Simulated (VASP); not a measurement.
# TePb (Fm-3m) in VASP: relaxation of cell and atoms with PBE

Aim: the relaxation of cell and atoms of TePb with PBE.

Everything below comes from runs of VASP 6.6.1. Logs are shortened: lines on timing, memory, paths and dates and some standing lists are left out, and cuts for length are marked.

### 1 The cell of the first run

The structure is cubic, space group Fm-3m (No. 225). Conventional cell: a = 6.572 Å, b = 6.572 Å, c = 6.572 Å, α = 90.00°, β = 90.00°, γ = 90.00°. Te (site symmetry m-3m) has 6 Pb at 3.29 Å within 4.3 Å. Within 4.3 Å of Pb (site symmetry m-3m) lie 6 Te at 3.29 Å.

### 2 Relaxation of cell and atoms, PBE, non-collinear spin, zero start, spin-orbit coupling

INCAR reads:

```
PREC     = Accurate       # precision mode
ENCUT    = 600            # plane-wave cutoff, eV
EDIFF    = 1E-6           # SCF threshold, eV
ISMEAR   = -1             # smearing method
SIGMA    = 0.05           # smearing width, eV
LREAL    = False          # projectors in reciprocal space
LASPH    = True           # aspherical terms in the spheres
NELM     = 150            # most SCF steps
ALGO     = Normal         # electronic algorithm
ISIF     = 3              # what is computed and relaxed
LWAVE    = False          # write WAVECAR
LCHARG   = False          # write CHGCAR
MAGMOM   = 0 0 0 0 0 0    # initial moments
LORBIT   = 11             # projections on sites
LSORBIT  = True           # spin-orbit coupling
GGA_COMPAT= False        
LORBMOM  = True         
GGA      = PE             # functional
IBRION   = 2              # ionic algorithm
NSW      = 30             # ionic steps
EDIFFG   = -0.005         # ionic threshold
```

KPOINTS reads:

```
regular mesh
0
Gamma
  11 11 11
```

POSCAR reads:

```
TePb
1.0
    0.0000000000      3.2859177892      3.2859177892
    3.2859177892      0.0000000000      3.2859177892
    3.2859177892      3.2859177892      0.0000000000
Te Pb
1 1
Direct
    0.5000000000      0.5000000000      0.5000000000
    0.0000000000      0.0000000000      0.0000000000
```

Potentials or basis: VASP PAW PBE potentials, release 64 (Te, Pb_d).

The run is started by

```sh
cat potpaw_PBE.64/Te/POTCAR potpaw_PBE.64/Pb_d/POTCAR > POTCAR
mpirun -np 1 vasp_ncl > vasp.out
```

OUTCAR:

```text
PREC = Accurate
   ENCUT = 600
   EDIFF = 1E-6
   ISMEAR = -1
   LREAL = False
   LASPH = True
   NELM = 150
   ISIF = 3
   LORBIT = 11
   LSORBIT = True
   GGA = PE
   IBRION = 2
   NSW = 30
   EDIFFG = -0.005

 ion  position               nearest neighbor table
   1  0.500  0.500  0.500-   2 3.29   2 3.29   2 3.29   2 3.29   2 3.29   2 3.29
   2  0.000  0.000  0.000-   1 3.29   1 3.29   1 3.29   1 3.29   1 3.29   1 3.29

  LATTYP: Found a face centered cubic cell.
 ALAT       =     6.5718355784

  Lattice vectors:

 A1 = (   0.0000000000,   3.2859177892,   3.2859177892)
 A2 = (   3.2859177892,   0.0000000000,   3.2859177892)
 A3 = (   3.2859177892,   3.2859177892,   0.0000000000)

Analysis of symmetry for initial positions (statically):
=====================================================================
 Subroutine PRICEL returns:
 Original cell was already a primitive cell.

 Routine SETGRP: Setting up the symmetry group for a
 face centered cubic supercell.

 Subroutine GETGRP returns: Found 48 space group operations
 (whereof 48 operations were pure point group operations)
 out of a pool of 48 trial point group operations.

The static configuration has the point symmetry O_h .

Analysis of symmetry for dynamics (positions and initial velocities):
=====================================================================
 Subroutine PRICEL returns:
 Original cell was already a primitive cell.

 Routine SETGRP: Setting up the symmetry group for a
 face centered cubic supercell.

 Subroutine GETGRP returns: Found 48 space group operations
 (whereof 48 operations were pure point group operations)
 out of a pool of 48 trial point group operations.

The dynamic configuration has the point symmetry O_h .

Analysis of structural, dynamic, and magnetic symmetry:
=====================================================================
 Subroutine PRICEL returns:
 Original cell was already a primitive cell.

 Routine SETGRP: Setting up the symmetry group for a
 face centered cubic supercell.

 Subroutine GETGRP returns: Found 48 space group operations
 (whereof 48 operations were pure point group operations)
 out of a pool of 48 trial point group operations.

The overall configuration has the point symmetry O_h .

 Subroutine INISYM returns: Found 48 space group operations
 (whereof 48 operations are pure point group operations),
 and found     1 'primitive' translations
[... 972 lines left out ...]
      3.28277      3.28277      6.56554         0.000000     -0.000000      0.000000
 -----------------------------------------------------------------------------------
    total drift:                               -0.000000     -0.000000     -0.000000

  FREE ENERGIE OF THE ION-ELECTRON SYSTEM (eV)
  ---------------------------------------------------
  free  energy   TOTEN  =        -8.0560642161 eV

  energy  without entropy=       -8.0555781713  energy(sigma->0) =       -8.05582119

 reached required accuracy - stopping structural energy minimisation

 orbital moment (x)

 # of ion     p       d       tot
 ----------------------------------------
  1         0.000  -0.000  -0.000
  2         0.000  -0.000  -0.000
 ----------------------------------------
            0.000  -0.000  -0.000

 orbital moment (y)

 # of ion     p       d       tot
 ----------------------------------------
  1         0.000   0.000   0.000
  2         0.000   0.000   0.000
 ----------------------------------------
            0.000   0.000   0.000

 orbital moment (z)

 # of ion     p       d       tot
 ----------------------------------------
  1         0.000   0.000   0.000
  2         0.000   0.000   0.000
 ----------------------------------------
            0.000   0.000   0.000

 Spin-Orbit-Coupling matrix elements

 Ion:    1  E_soc:     -0.2193851
 l=   1
     0.0000000    -0.0366022    -0.0366022
    -0.0366022     0.0000000    -0.0366022
    -0.0366022    -0.0366022     0.0000000
 l=   2
     0.0000000    -0.0000088     0.0000000    -0.0000088     0.0000468
    -0.0000088     0.0000000     0.0000351    -0.0000088     0.0000117
     0.0000000     0.0000351     0.0000000     0.0000351     0.0000000
    -0.0000088    -0.0000088     0.0000351     0.0000000     0.0000117
     0.0000468     0.0000117     0.0000000     0.0000117     0.0000000
 l=   3
     0.0000000     0.0000000     0.0000000     0.0000000     0.0000000     0.0000000     0.0000000
     0.0000000     0.0000000     0.0000000     0.0000000     0.0000000     0.0000000     0.0000000
     0.0000000     0.0000000     0.0000000     0.0000000     0.0000000     0.0000000     0.0000000
     0.0000000     0.0000000     0.0000000     0.0000000     0.0000000     0.0000000     0.0000000
     0.0000000     0.0000000     0.0000000     0.0000000     0.0000000     0.0000000     0.0000000
     0.0000000     0.0000000     0.0000000     0.0000000     0.0000000     0.0000000     0.0000000
     0.0000000     0.0000000     0.0000000     0.0000000     0.0000000     0.0000000     0.0000000

 Ion:    2  E_soc:     -0.8983302
 l=   1
     0.0000000    -0.0825242    -0.0825242
    -0.0825242     0.0000000    -0.0825242
    -0.0825242    -0.0825242     0.0000000
 l=   2
     0.0000000    -0.0134387     0.0000000    -0.0134387    -0.0537588
    -0.0134387     0.0000000    -0.0403191    -0.0134387    -0.0134397
     0.0000000    -0.0403191     0.0000000    -0.0403191     0.0000000
    -0.0134387    -0.0134387    -0.0403191     0.0000000    -0.0134397
    -0.0537588    -0.0134397     0.0000000    -0.0134397     0.0000000
 l=   3
     0.0000000     0.0000000     0.0000000     0.0000000     0.0000000     0.0000000     0.0000000
     0.0000000     0.0000000     0.0000000     0.0000000     0.0000000     0.0000000     0.0000000
     0.0000000     0.0000000     0.0000000     0.0000000     0.0000000     0.0000000     0.0000000
     0.0000000     0.0000000     0.0000000     0.0000000     0.0000000     0.0000000     0.0000000
     0.0000000     0.0000000     0.0000000     0.0000000     0.0000000     0.0000000     0.0000000
     0.0000000     0.0000000     0.0000000     0.0000000     0.0000000     0.0000000     0.0000000
     0.0000000     0.0000000     0.0000000     0.0000000     0.0000000     0.0000000     0.0000000

 total charge

# of ion       s       p       d       tot
------------------------------------------
    1        1.377   1.978   0.016   3.370
    2        1.452   0.580   9.831  11.863
--------------------------------------------------
tot          2.829   2.558   9.847  15.234

 magnetization (x)

# of ion       s       p       d       tot
------------------------------------------
    1        0.000   0.000   0.000   0.000
    2       -0.000  -0.000   0.000  -0.000
--------------------------------------------------
tot          0.000   0.000   0.000   0.000

 magnetization (y)

# of ion       s       p       d       tot
------------------------------------------
    1       -0.000   0.000   0.000  -0.000
    2       -0.000   0.000   0.000  -0.000
--------------------------------------------------
tot         -0.000   0.000   0.000  -0.000

 magnetization (z)

# of ion       s       p       d       tot
------------------------------------------
    1        0.000  -0.000   0.000   0.000
    2        0.000  -0.000  -0.000  -0.000
--------------------------------------------------
tot          0.000  -0.000  -0.000   0.000
```

OSZICAR:

```text
N       E                     dE             d eps       ncg     rms          rms(c)
DAV:   1     0.197984635166E+03    0.19798E+03   -0.95329E+03  3136   0.154E+03
DAV:   2     0.116168953715E+02   -0.18637E+03   -0.18124E+03  3172   0.388E+02
DAV:   3    -0.727692437736E+01   -0.18894E+02   -0.18521E+02  4092   0.143E+02
[... 15 lines left out ...]
DAV:   3    -0.805605685359E+01    0.22566E-03   -0.97457E-04  3852   0.524E-01    0.153E-02
DAV:   4    -0.805606088351E+01   -0.40299E-05   -0.25288E-05  3664   0.573E-02    0.103E-02
DAV:   5    -0.805606219345E+01   -0.13099E-05   -0.89018E-07  2812   0.858E-03    0.745E-03
DAV:   6    -0.805606421207E+01   -0.20186E-05   -0.12586E-06  2540   0.124E-02    0.106E-03
DAV:   7    -0.805606421614E+01   -0.40675E-08   -0.36579E-07  1604   0.133E-02
   2 F= -.80560642E+01 E0= -.80558212E+01  d E =-.499031E-04  mag=    -0.0000    -0.0000    -0.0000
```

Run time: 10 min. Hardware: 1 thread of Oxide Virtual Turin-like, shared host; peak memory 0.57 GiB.

What came out:

| Quantity | Value |
| --- | --- |
| Free energy | -8.0561 eV |
| Relaxed volume | 35.38 Å³/atom |
| Relaxed cell | a = 4.643 Å, b = 4.643 Å, c = 4.643 Å, α = 60.00°, β = 60.00°, γ = 60.00° |
| Space group after relaxing (to 0.1 Å) | Fm-3m (No. 225) |
| Energy gained by relaxing | 0.0 meV/atom |
| Ionic steps | 2 |
| Pressure after relaxing | 0.0 GPa |
| Net moment | 0.00 μB per cell |
| Valence electrons inside the program's atomic spheres | Te 3.37; Pb 11.86 |

Final structure:
```cif
data_structure
_symmetry_space_group_name_H-M 'P 1'
_symmetry_Int_Tables_number 1
_cell_length_a 4.6425
_cell_length_b 4.6425
_cell_length_c 4.6425
_cell_angle_alpha 60.000
_cell_angle_beta 60.000
_cell_angle_gamma 60.000
_cell_volume 70.75
loop_
_atom_site_label
_atom_site_type_symbol
_atom_site_fract_x
_atom_site_fract_y
_atom_site_fract_z
_atom_site_occupancy
Te1 Te 0.50000 0.50000 0.50000 1
Pb1 Pb 0.00000 0.00000 0.00000 1
```

Moments on the atoms (μB; x, y, z):
```
Te  0.00 0.00 0.00
Pb  0.00 0.00 0.00
```
